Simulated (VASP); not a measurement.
Set up this calculation in VASP 6.6.1, as the native input.

```
Task                   : single point
Functional             : PBE
Potentials or basis    : VASP PAW PBE potentials, release 64 (Li_sv, Pb_d)
Cutoff                 : 520 eV
k mesh                 : 6 × 6 × 4
Occupations            : gaussian, width 0.1 eV
Spin                   : no spin polarisation
Dipole correction      : no
Further INCAR settings : ALGO = Normal; EDIFF = 1e-06; NBANDS = 22
```

The structure of LiPb2 lies in POSCAR:

```
LiPb2
1.0
    3.6181217500      0.0000000000      0.0000000000
   -1.8090608700      3.1333853500      0.0000000000
    0.0000000000      0.0000000000      7.1864369200
Li Pb
1 2
Direct
    0.0000000000      0.0000000000      0.0000000000
    0.0000000000      0.0000000000      0.3173477100
    0.0000000000      0.0000000000      0.6826522900
```

The input as run:

INCAR

```
PREC     = Accurate       # precision mode
ENCUT    = 520            # plane-wave cutoff, eV
EDIFF    = 1E-6           # SCF threshold, eV
ISMEAR   = 0              # smearing method
SIGMA    = 0.1            # smearing width, eV
LREAL    = False          # projectors in reciprocal space
LASPH    = True           # aspherical terms in the spheres
NELM     = 100            # most SCF steps
ALGO     = Normal         # electronic algorithm
ISIF     = 2              # what is computed and relaxed
LWAVE    = False          # write WAVECAR
LCHARG   = True           # write CHGCAR
GGA      = PE             # functional
LELF     = True           # ELF
LVHAR    = True         
NBANDS   = 22             # bands
```

KPOINTS

```
regular mesh
0
Gamma
  6 6 4
```

Potentials or basis: VASP PAW PBE potentials, release 64 (Li_sv, Pb_d).

Command:

```bash
$ cat potpaw_PBE.64/Li_sv/POTCAR potpaw_PBE.64/Pb_d/POTCAR > POTCAR
$ mpirun -np 1 vasp_std > vasp.out
```

It gave:

The largest force is 1.295 eV/Å.

Caveat: forces of over 1 eV/Å act on the atoms, so gaps and moduli don't describe the material at rest.

Run time: 21 s on 1 thread of AMD EPYC 9R45 96-Core Processor (Zen 5), on a shared host, peak memory 0.17 GiB.
